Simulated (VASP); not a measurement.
Runs of VASP 6.6.1 on WS2. The structure is that of space group P-3m1 (No. 164), or close to it. The cells are those of the table. 

| cell | gap on the mesh (eV) | largest force (eV/Å) |
| --- | --- | --- |
| a = 3.138, b = 3.138, c = 20.843 Å, angles 90.0, 90.0, 120.0°, 6 atoms | none | 4.78 |
| a = 3.275, b = 3.275, c = 21.750 Å, angles 90.0, 90.0, 120.0°, 6 atoms | (b) | 1.68 |
| a = 3.146, b = 3.146, c = 23.571 Å, angles 90.0, 90.0, 120.0°, 6 atoms | (a) | 0.02 |
| a = 3.104, b = 3.104, c = 23.252 Å, angles 90.0, 90.0, 120.0°, 6 atoms | 1.55 | 0.82 |
| a = 2.896, b = 2.896, c = 24.478 Å, angles 90.0, 90.0, 120.0°, 6 atoms | 1.37 | 0.92 |
| a = 3.360, b = 3.360, c = 22.316 Å, angles 90.0, 90.0, 120.0°, 6 atoms | 0.12 | 0.26 |
| a = 3.185, b = 3.185, c = 21.154 Å, angles 90.0, 90.0, 120.0°, 6 atoms | none | 3.58 |
| a = 3.228, b = 3.228, c = 24.184 Å, angles 90.0, 90.0, 120.0°, 6 atoms | 1.50 | 1.26 |

Alike in all rows: task single point; level PBEsol; potentials or basis VASP PAW PBE potentials, release 64 (W_sv, S); no spin polarisation; k mesh 12 × 12 × 2; cutoff (eV) 520; smearing gaussian 0.05 eV.

Estimate the missing entries.

(a) 1.54; (b) 0.02.

Caveats: there is no dipole correction, which matters where the two faces differ; the PAW data sets were made with another functional, which shifts forces and pressure a little; spin-orbit coupling is left out, which moves the levels of the heavy elements; the smearing spreads over this small gap (at least some runs).

A k mesh can miss the band edges, and the runs leave out spin-orbit coupling on W.

A gap of «none» marks levels without a gap at the run's occupations.
